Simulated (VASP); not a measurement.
Runs of VASP 6.6.1 on MoS2. The structure is that of space group P6_3/mmc (No. 194), or close to it. The cells are those of the table. 

```tsv
cell	gap on the mesh (eV)	pressure (GPa)	largest force (eV/Å)
a = 3.211, b = 3.211, c = 12.486 Å, angles 90.0, 90.0, 120.0°, 6 atoms	0.94	(a)	1.04
a = 3.291, b = 3.291, c = 12.798 Å, angles 90.0, 90.0, 120.0°, 6 atoms	0.97	-17.7	1.95
a = 3.082, b = 3.082, c = 11.986 Å, angles 90.0, 90.0, 120.0°, 6 atoms	0.84	8.5	0.99
a = 3.126, b = 3.126, c = 12.157 Å, angles 90.0, 90.0, 120.0°, 6 atoms	0.88	0.7	0.21
a = 3.169, b = 3.169, c = 12.324 Å, angles 90.0, 90.0, 120.0°, 6 atoms	0.92	-5.6	0.46
a = 3.251, b = 3.251, c = 12.644 Å, angles 90.0, 90.0, 120.0°, 6 atoms	0.96	-14.6	1.53
a = 3.037, b = 3.037, c = 11.810 Å, angles 90.0, 90.0, 120.0°, 6 atoms	(b)	18.3	1.91
```

Alike in all rows: task single point; level LDA; potentials or basis VASP PAW LDA potentials, release 64 (Mo_sv, S); no spin polarisation; k mesh 8 × 8 × 2; cutoff (eV) 520; smearing methfessel-paxton 0.05 eV.

Fill in the values left out.

(a) -10.6; (b) 0.79.

Caveats: forces of over 1 eV/Å act on the atoms, so gaps and moduli don't describe the material at rest (some runs).

A k mesh can miss the band edges, and the runs leave out spin-orbit coupling on Mo.
